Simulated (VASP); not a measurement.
**Bi: single point with PBE**

The system is Bi.

```
Bi
1.0
     2.29300    1.32387    4.04176
    -2.29300    1.32387    4.04176
     0.00000   -2.64773    4.04176
Bi
2
Direct
  0.23376 0.23376 0.23376
  0.76624 0.76624 0.76624
```

```
Program             : VASP 6.6.1
Task                : single point
Functional          : PBE
Potentials or basis : VASP PAW PBE potentials, release 64 (Bi_d)
Cutoff              : 520 eV
k mesh              : 9 × 9 × 9
Occupations         : fermi-dirac, width 0.05 eV
Spin                : no spin polarisation
```

* Pressure: 0.0 GPa
* Largest force: 0.004 eV/Å

Forces in eV/Å, atoms in the order of the input:
```
Bi   0.000  0.000  0.004
Bi   0.000  0.000 -0.004
```

Levels at points of the mesh, in eV from the Fermi level:
```csv
k point,band 12,band 13,band 14,band 15,band 16,band 17,band 18,band 19
"(0.00, 0.00, 0.00)",-7.59,-1.42,-1.06,-1.06,2.46,2.91,2.91,5.67
```

It took 69 s on 1 thread of Intel(R) Xeon(R) Platinum 8559C (Emerald Rapids), on a shared host, peak memory 0.26 GiB.

Caveat: spin-orbit coupling is left out, which moves the levels of the heavy elements.
